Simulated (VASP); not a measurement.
**NbP: single point with PBE**

NbP:

```
Nb P
1.0
    -1.67492    1.67492    5.74011
     1.67492   -1.67492    5.74011
     1.67492    1.67492   -5.74011
Nb P
2 2
Direct
  0.74988 0.74988 0.00000
  0.49988 0.99988 0.50000
  0.33275 0.33275 0.00000
  0.08275 0.58275 0.50000
```

| Item | Value |
| --- | --- |
| Program | VASP 6.6.1 |
| Task | single point |
| Functional | PBE |
| Potentials or basis | VASP PAW PBE potentials, release 64 (Nb_sv, P) |
| Cutoff | 520 eV |
| k mesh | 11 × 11 × 11 |
| Occupations | methfessel-paxton, width 0.15 eV |
| Spin | no spin polarisation |

| Item | Value |
| --- | --- |
| Pressure | -1.5 GPa |
| Largest force | 0.016 eV/Å |
| Band gap on the k mesh | zero (filled and empty bands touch) |

Forces on the atoms (eV/Å):
```
Nb   0.000  0.000  0.016
Nb   0.000  0.000  0.016
P    0.000  0.000 -0.016
P    0.000  0.000 -0.016
```

Stress tensor (GPa, compression positive):
```
-1.34  0.00  0.00
 0.00 -1.34  0.00
 0.00  0.00 -1.71
```

Levels at points of the mesh, in eV from the Fermi level:
```
           k point  band 16  band 17  band 18  band 19  band 20  band 21
(0.00, 0.00, 0.00)    -1.71    -1.36    -1.36     0.83     1.59     2.64
```

Wall time 5.2 min on 1 thread of Intel(R) Xeon(R) 6975P-C (Granite Rapids), on a shared host, peak memory 0.41 GiB.
